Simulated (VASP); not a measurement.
# Sn (Immm) in VASP: notebook

The runs below take Sn through single point, with PBEsol.

Everything below comes from runs of VASP 6.6.1. Logs are shortened: lines on timing, memory, paths and dates and some standing lists are left out, and cuts for length are marked.

### Step 1. The cell of the first run

Symmetry: Immm, No. 71, orthorhombic system. The conventional cell has a = 3.453 Å, b = 3.551 Å, c = 4.677 Å, α = 90.00°, β = 90.00°, γ = 90.00°. Within 4.7 Å of Sn (site symmetry mmm) lie 14 Sn at 3.41 to 4.68 Å.

### Step 2. Single point, PBEsol

The input, INCAR:

```
  PREC = Accurate
  ENCUT = 520
  EDIFF = 1E-6
  ISMEAR = -1
  SIGMA = 0.03
  LREAL = F
  LASPH = T
  NELM = 60
  ALGO = Normal
  ISIF = 2
  LWAVE = F
  LCHARG = F
  GGA = PS
  NBANDS = 13
```

The input, KPOINTS:

```
regular mesh
0
Gamma
  16 16 16
```

The input, POSCAR:

```
Sn
1.0
   -1.7265390000      1.7755470000      2.3383420000
    1.7265390000     -1.7755470000      2.3383420000
    1.7265390000      1.7755470000     -2.3383420000
Sn
1
Direct
    0.0000000000      0.0000000000      0.0000000000
```

Potentials or basis: VASP PAW PBE potentials, release 64 (Sn_d).

On the command line:

```bash
$ cat potpaw_PBE.64/Sn_d/POTCAR > POTCAR
$ mpirun -np 1 vasp_std > vasp.out
```

OUTCAR:

```text
PREC = Accurate
   ENCUT = 520
   EDIFF = 1E-6
   ISMEAR = -1
   LREAL = F
   LASPH = T
   NELM = 60
   ISIF = 2
   GGA = PS

 ion  position               nearest neighbor table
   1  0.000  0.000  0.000-

  LATTYP: Found a body centered orthorhombic cell.
 ALAT       =     3.4530780000
 B/A-ratio  =     1.0283851103
 C/A-ratio  =     1.3543522620

  Lattice vectors:

 A1 = (  -1.7265390000,   1.7755470000,   2.3383420000)
 A2 = (   1.7265390000,  -1.7755470000,   2.3383420000)
 A3 = (   1.7265390000,   1.7755470000,  -2.3383420000)

Analysis of symmetry for initial positions (statically):
=====================================================================
 Subroutine PRICEL returns:
 Original cell was already a primitive cell.

 Routine SETGRP: Setting up the symmetry group for a
 body centered orthorhombic supercell.

 Subroutine GETGRP returns: Found  8 space group operations
 (whereof  8 operations were pure point group operations)
 out of a pool of  8 trial point group operations.

The static configuration has the point symmetry D_2h.

Analysis of symmetry for dynamics (positions and initial velocities):
=====================================================================
 Subroutine PRICEL returns:
 Original cell was already a primitive cell.

 Routine SETGRP: Setting up the symmetry group for a
 body centered orthorhombic supercell.

 Subroutine GETGRP returns: Found  8 space group operations
 (whereof  8 operations were pure point group operations)
 out of a pool of  8 trial point group operations.

The dynamic configuration has the point symmetry D_2h.

 Subroutine INISYM returns: Found  8 space group operations
 (whereof  8 operations are pure point group operations),
 and found     1 'primitive' translations

----------------------------------------------------------------------------------------

                                     Primitive cell

  volume of cell :      28.6732

  direct lattice vectors                    reciprocal lattice vectors
    -1.726539000  1.775547000  2.338342000     0.000000000  0.281603359  0.213826720
     1.726539000 -1.775547000  2.338342000     0.289596702  0.000000000  0.213826720
     1.726539000  1.775547000 -2.338342000     0.289596702  0.281603359  0.000000000

  length of vectors
     3.406075069  3.406075069  3.406075069     0.353584952  0.359983494  0.403938983

  position of ions in fractional coordinates (direct lattice)
[... 83 lines left out ...]
   ISIF   =      2    stress and relaxation
   ISYM   =      2    0-nonsym 1-usesym 2-fastsym
   POTIM  = 0.5000    time-step for ionic-motion
   TEBEG  =    0.0;   TEEND  =   0.0 temperature during run
   PSTRESS=    0.0 pullay stress
   NELECT =      14.0000    total number of electrons
   NUPDOWN=      -1.0000    fix difference up-down
   EMIN   =  10.00;   EMAX   =-10.00  energy-range for DOS
   EFERMI =   0.00;   METHOD = LEGACY
   ISMEAR =    -1;   SIGMA  =   0.03  broadening in eV -4-tet -1-fermi 0-gaus
   EFERMI_NEDOS =   21; number of points for ismear=-14 and -15
   IALGO  =     38    algorithm
   IMIX   =      4    mixing-type and parameters
     AMIX     =   0.40;   BMIX     =  1.00
     AMIX_MAG =   1.60;   BMIX_MAG =  1.00
  volume/ion in A,a.u.               =      28.67       193.50
  Fermi-wavevector in a.u.,A,eV,Ry     =   1.289116  2.436076 22.610433  1.661820
  Thomas-Fermi vector in A             =   2.421028
   LORBIT       =      0    0 simple, 1 ext, 2 COOP (PROOUT), +10 PAW based schemes
   GGA     = PS    functional components
   LHFCALC =     F    Hartree Fock is set to
   AEXX    =    0.0000 exact exchange contribution
   IVDW    =     0    specifies the selected vdW correction
   LEPSILON=     F    determine dielectric tensor
   LRPA    =     F    only Hartree local field effects (RPA)
 non-spin polarized calculation
  energy-cutoff  :      520.00
  volume of cell :       28.67
 maximum number of plane-waves:       797
 NGX is ok and might be reduce to    28
   NGX = 13   NGY = 13   NGZ = 13

 number of electron      13.9999998 magnetization

 Free energy of the ion-electron system (eV)
  ---------------------------------------------------
  ext. energy  EPLUGINS =         0.00000000
  ---------------------------------------------------
  free energy    TOTEN  =        -4.20822123 eV

  energy without entropy =       -4.20632988  energy(sigma->0) =       -4.20727555

 E-fermi :   7.3507     XC(G=0): -10.2531

 val. band max:        7.3448916868   @ k =  -0.3750   0.1250   0.0625
 cond. band min:       7.3558149225   @ k =  -0.4375  -0.3125   0.1250
 fundamental gap:      0.0109232356
 Fermi energy:         7.3507117322

 k-point     1 :       0.0000    0.0000    0.0000
  band No.  band energies     occupation
      1     -14.0946      2.00000
      2     -14.0799      2.00000
      3     -14.0598      2.00000
      4     -14.0301      2.00000
      5     -13.9951      2.00000
      6      -3.4227      2.00000
      7      14.3657      0.00000
      8      14.5107      0.00000
      9      14.9131      0.00000
     10      17.9754      0.00000
     11      18.4898      0.00000
     12      18.9899      0.00000
     13      19.1569      0.00000
[... 354 lines left out ...]
  band No.  band energies     occupation
      1     -14.0934      2.00000
      2     -14.0700      2.00000
      3     -14.0525      2.00000
      4     -14.0306      2.00000
      5     -13.9939      2.00000
      6      -3.1531      2.00000
      7      12.4966      0.00000
      8      13.6968      0.00000
      9      14.3367      0.00000
     10      16.9915      0.00000
     11      19.2657      0.00000
     12      19.7848      0.00000
     13      20.0147      0.00000

 [... further k-points ...]

------------------------ aborting loop because EDIFF is reached ----------------------------------------

  FORCE on cell =-STRESS in cart. coord.  units (eV):
  Direction    XX          YY          ZZ          XY          YZ          ZX
  --------------------------------------------------------------------------------------
  -------------------------------------------------------------------------------------
  Total       -0.5873408     -0.6851841     -0.6715942      0.0000000      0.0000000      0.0000000
  in kB      -32.8189096    -38.2861101    -37.5267507      0.0000000      0.0000000      0.0000000
  external PRESSURE =     -36.2105901 kB  Pullay stress =       0.0000000 kB

 VOLUME and BASIS-vectors are now :
 -----------------------------------------------------------------------------
  energy-cutoff  :      520.00
  volume of cell :       28.67
      direct lattice vectors                 reciprocal lattice vectors
    -1.726539000  1.775547000  2.338342000     0.000000000  0.281603359  0.213826720
     1.726539000 -1.775547000  2.338342000     0.289596702  0.000000000  0.213826720
     1.726539000  1.775547000 -2.338342000     0.289596702  0.281603359  0.000000000

 POSITION                                       TOTAL-FORCE (eV/Angst)
 -----------------------------------------------------------------------------------
      0.00000      0.00000      0.00000         0.000000      0.000000      0.000000
 -----------------------------------------------------------------------------------
    total drift:                               -0.000000     -0.000000     -0.000000

  FREE ENERGIE OF THE ION-ELECTRON SYSTEM (eV)
  ---------------------------------------------------
  free  energy   TOTEN  =        -4.2082212265 eV

  energy  without entropy=       -4.2063298805  energy(sigma->0) =       -4.20727555
```

OSZICAR:

```text
N       E                     dE             d eps       ncg     rms          rms(c)
DAV:   1     0.810459842736E+02    0.81046E+02   -0.71649E+03 16631   0.157E+03
DAV:   2     0.164292385471E+01   -0.79403E+02   -0.76789E+02 16991   0.340E+02
DAV:   3    -0.410124766912E+01   -0.57442E+01   -0.57231E+01 19255   0.741E+01
DAV:   4    -0.422211335139E+01   -0.12087E+00   -0.12084E+00 19658   0.115E+01
DAV:   5    -0.422628161378E+01   -0.41683E-02   -0.41682E-02 21422   0.208E+00    0.120E+00
DAV:   6    -0.421241352025E+01    0.13868E-01   -0.15507E-02 20804   0.214E+00    0.643E-01
DAV:   7    -0.420845404963E+01    0.39595E-02   -0.84760E-03 20861   0.148E+00    0.107E-01
DAV:   8    -0.420822033579E+01    0.23371E-03   -0.67342E-04 19861   0.444E-01    0.189E-02
DAV:   9    -0.420822078671E+01   -0.45092E-06   -0.12213E-05 22348   0.417E-02    0.115E-02
DAV:  10    -0.420822122653E+01   -0.43982E-06   -0.85201E-07 13786   0.103E-02
   1 F= -.42082212E+01 E0= -.42072756E+01  d E =-.189135E-02
```

It took 75 s on 1 thread of Intel Xeon 6975P-C (Granite Rapids), shared host; peak memory 0.33 GiB.

What came out:

| Item | Value |
| --- | --- |
| Free energy | -4.2082 eV |
| Pressure | -3.6 GPa |
| Band gap on the k mesh | zero (bands 7 and 8 overlap by 9.00 eV) |

Stress tensor (GPa, compression positive):
```
-3.28  0.00  0.00
 0.00 -3.83  0.00
 0.00  0.00 -3.75
```

Caveat: the cell stands under tension; the PAW data sets were made with another functional, which shifts forces and pressure a little; spin-orbit coupling is left out, which moves the levels of the heavy elements.

### Step 3. Single point, PBEsol (29.25 Å³/atom)

This run uses another cell than the first one, of 29.25 Å³/atom.

The input, INCAR:

```
PREC = Accurate
ENCUT = 520
EDIFF = 1E-6
ISMEAR = -1
SIGMA = 0.03
LREAL = F
LASPH = T
NELM = 60
ALGO = Normal
ISIF = 2
LWAVE = F
LCHARG = F
GGA = PS
NBANDS = 13
```

KPOINTS is that of step 2.

The input, POSCAR:

```
Sn
1.0
   -1.7379733663      1.7873059321      2.3538281599
    1.7379733663     -1.7873059321      2.3538281599
    1.7379733663      1.7873059321     -2.3538281599
Sn
1
Direct
    0.0000000000      0.0000000000      0.0000000000
```

Potentials or basis: VASP PAW PBE potentials, release 64 (Sn_d).

On the command line:

```bash
$ cat potpaw_PBE.64/Sn_d/POTCAR > POTCAR
$ mpirun -np 1 vasp_std > vasp.out
```

OUTCAR:

```text
PREC = Accurate
   ENCUT = 520
   EDIFF = 1E-6
   ISMEAR = -1
   LREAL = F
   LASPH = T
   NELM = 60
   ISIF = 2
   GGA = PS

 ion  position               nearest neighbor table
   1  0.000  0.000  0.000-

  LATTYP: Found a body centered orthorhombic cell.
 ALAT       =     3.4759467326
 B/A-ratio  =     1.0283851104
 C/A-ratio  =     1.3543522620

  Lattice vectors:

 A1 = (  -1.7379733663,   1.7873059321,   2.3538281599)
 A2 = (   1.7379733663,  -1.7873059321,   2.3538281599)
 A3 = (   1.7379733663,   1.7873059321,  -2.3538281599)

Analysis of symmetry for initial positions (statically):
=====================================================================
 Subroutine PRICEL returns:
 Original cell was already a primitive cell.

 Routine SETGRP: Setting up the symmetry group for a
 body centered orthorhombic supercell.

 Subroutine GETGRP returns: Found  8 space group operations
 (whereof  8 operations were pure point group operations)
 out of a pool of  8 trial point group operations.

The static configuration has the point symmetry D_2h.

Analysis of symmetry for dynamics (positions and initial velocities):
=====================================================================
 Subroutine PRICEL returns:
 Original cell was already a primitive cell.

 Routine SETGRP: Setting up the symmetry group for a
 body centered orthorhombic supercell.

 Subroutine GETGRP returns: Found  8 space group operations
 (whereof  8 operations were pure point group operations)
 out of a pool of  8 trial point group operations.

The dynamic configuration has the point symmetry D_2h.

 Subroutine INISYM returns: Found  8 space group operations
 (whereof  8 operations are pure point group operations),
 and found     1 'primitive' translations

----------------------------------------------------------------------------------------

                                     Primitive cell
[... 114 lines left out ...]
   GGA     = PS    functional components
   LHFCALC =     F    Hartree Fock is set to
   AEXX    =    0.0000 exact exchange contribution
   IVDW    =     0    specifies the selected vdW correction
   LEPSILON=     F    determine dielectric tensor
   LRPA    =     F    only Hartree local field effects (RPA)
 non-spin polarized calculation
  energy-cutoff  :      520.00
  volume of cell :       29.25
 maximum number of plane-waves:       810
 NGX is ok and might be reduce to    28
   NGX = 13   NGY = 13   NGZ = 13

 number of electron      13.9999999 magnetization

 Free energy of the ion-electron system (eV)
  ---------------------------------------------------
  ext. energy  EPLUGINS =         0.00000000
  ---------------------------------------------------
  free energy    TOTEN  =        -4.19417562 eV

  energy without entropy =       -4.19237122  energy(sigma->0) =       -4.19327342

 E-fermi :   7.1222     XC(G=0): -10.1624

 val. band max:        7.1184723613   @ k =   0.4375   0.2500   0.1250
 cond. band min:       7.1259471562   @ k =   0.1250   0.2500  -0.0000
 fundamental gap:      0.0074747950
 Fermi energy:         7.1222378544

 k-point     1 :       0.0000    0.0000    0.0000
  band No.  band energies     occupation
      1     -14.3132      2.00000
      2     -14.2993      2.00000
      3     -14.2806      2.00000
      4     -14.2532      2.00000
      5     -14.2198      2.00000
      6      -3.5129      2.00000
      7      13.9892      0.00000
      8      14.1338      0.00000
      9      14.5203      0.00000
     10      17.7211      0.00000
     11      18.1508      0.00000
     12      18.6440      0.00000
     13      18.8085      0.00000
[... 354 lines left out ...]
  band No.  band energies     occupation
      1     -14.3120      2.00000
      2     -14.2899      2.00000
      3     -14.2738      2.00000
      4     -14.2535      2.00000
      5     -14.2187      2.00000
      6      -3.2480      2.00000
      7      12.1659      0.00000
      8      13.3461      0.00000
      9      13.9577      0.00000
     10      16.6977      0.00000
     11      18.9451      0.00000
     12      19.4299      0.00000
     13      19.6365      0.00000

 [... further k-points ...]

------------------------ aborting loop because EDIFF is reached ----------------------------------------

  FORCE on cell =-STRESS in cart. coord.  units (eV):
  Direction    XX          YY          ZZ          XY          YZ          ZX
  --------------------------------------------------------------------------------------
  -------------------------------------------------------------------------------------
  Total       -0.7277411     -0.8313946     -0.8055234      0.0000000      0.0000000      0.0000000
  in kB      -39.8667406    -45.5450347    -44.1277676      0.0000000      0.0000000      0.0000000
  external PRESSURE =     -43.1798476 kB  Pullay stress =       0.0000000 kB

 VOLUME and BASIS-vectors are now :
 -----------------------------------------------------------------------------
  energy-cutoff  :      520.00
  volume of cell :       29.25
      direct lattice vectors                 reciprocal lattice vectors
    -1.737973366  1.787305932  2.353828160     0.000000000  0.279750652  0.212419924
     1.737973366 -1.787305932  2.353828160     0.287691405  0.000000000  0.212419924
     1.737973366  1.787305932 -2.353828160     0.287691405  0.279750652  0.000000000

 POSITION                                       TOTAL-FORCE (eV/Angst)
 -----------------------------------------------------------------------------------
      0.00000      0.00000      0.00000        -0.000000      0.000000      0.000000
 -----------------------------------------------------------------------------------
    total drift:                               -0.000000     -0.000000     -0.000000

  FREE ENERGIE OF THE ION-ELECTRON SYSTEM (eV)
  ---------------------------------------------------
  free  energy   TOTEN  =        -4.1941756172 eV

  energy  without entropy=       -4.1923712239  energy(sigma->0) =       -4.19327342
```

Wall time 75 s (1 thread of Intel Xeon 6975P-C (Granite Rapids), shared host); peak memory 0.33 GiB.

What came out:

```
Free energy            : -4.1942 eV
Pressure               : -4.3 GPa
Band gap on the k mesh : zero (bands 7 and 8 overlap by 8.81 eV)
```

Caveat: the cell stands under tension; the PAW data sets were made with another functional, which shifts forces and pressure a little; spin-orbit coupling is left out, which moves the levels of the heavy elements.

### Step 4. Single point, PBEsol (29.82 Å³/atom)

This run uses another cell than the first one, of 29.82 Å³/atom.

The input, INCAR:

```
PREC     = Accurate       # precision mode
ENCUT    = 520            # plane-wave cutoff, eV
EDIFF    = 1E-6           # SCF threshold, eV
ISMEAR   = -1             # smearing method
SIGMA    = 0.03           # smearing width, eV
LREAL    = F              # projectors in reciprocal space
LASPH    = T              # aspherical terms in the spheres
NELM     = 60             # most SCF steps
ALGO     = Normal         # electronic algorithm
ISIF     = 2              # what is computed and relaxed
LWAVE    = F              # write WAVECAR
LCHARG   = F              # write CHGCAR
GGA      = PS             # functional
NBANDS   = 13             # bands
```

The input, KPOINTS:

```
Automatic mesh
0
Gamma
  16 16 16
```

The input, POSCAR:

```
Sn
1.0
   -1.7492592239      1.7989121400      2.3691131866
    1.7492592239     -1.7989121400      2.3691131866
    1.7492592239      1.7989121400     -2.3691131866
Sn
1
Direct
    0.0000000000      0.0000000000      0.0000000000
```

On the command line:

```bash
$ cat potpaw_PBE.64/Sn_d/POTCAR > POTCAR
$ mpirun -np 1 vasp_std > vasp.out
```

It took 71 s on 1 thread of Intel Xeon 6975P-C (Granite Rapids), shared host; peak memory 0.34 GiB.

Results (log left out):

| Quantity | Value |
| --- | --- |
| Free energy | -4.1777 eV |
| Pressure | -4.9 GPa |
| Band gap on the k mesh | zero (bands 7 and 8 overlap by 8.61 eV) |

Stress tensor (GPa, compression positive):
```
-4.63  0.00  0.00
 0.00 -5.23  0.00
 0.00  0.00 -4.98
```

Levels at points of the mesh, in eV from the Fermi level:
| k point | band 5 | band 6 | band 7 | band 8 | band 9 | band 10 |
| --- | --- | --- | --- | --- | --- | --- |
| (0.00, 0.00, 0.00) | -21.34 | -10.50 | 6.72 | 6.87 | 7.24 | 10.57 |
| (0.50, 0.00, 0.00) | -21.29 | -6.78 | -4.20 | 5.04 | 5.75 | 9.39 |
| (0.00, 0.50, 0.00) | -21.29 | -6.55 | -4.13 | 4.63 | 5.47 | 8.91 |
| (0.50, 0.50, 0.00) | -21.27 | -5.25 | -3.40 | 2.01 | 2.38 | 5.40 |
| (0.50, 0.50, 0.50) | -21.28 | -4.54 | -2.93 | 1.20 | 1.81 | 4.55 |

Caveat: the cell stands under tension; the PAW data sets were made with another functional, which shifts forces and pressure a little; spin-orbit coupling is left out, which moves the levels of the heavy elements.

### Step 5. The runs side by side

| cell | gap on the mesh (eV) | pressure (GPa) |
| --- | --- | --- |
| a = 3.406 Å, angles 119.1, 117.2, 93.3°, 1 atom | none | -3.6 |
| a = 3.429 Å, angles 119.1, 117.2, 93.3°, 1 atom | none | -4.3 |
| a = 3.451 Å, angles 119.1, 117.2, 93.3°, 1 atom | none | -4.9 |

Alike in all rows: task single point; level PBEsol; potentials or basis VASP PAW PBE potentials, release 64 (Sn_d); no spin polarisation; k mesh 16 × 16 × 16; cutoff (eV) 520; smearing fermi-dirac 0.03 eV.

Caveats: the cell stands under tension; the PAW data sets were made with another functional, which shifts forces and pressure a little; spin-orbit coupling is left out, which moves the levels of the heavy elements.

Absolute energies hang on the potentials; compare differences alone.
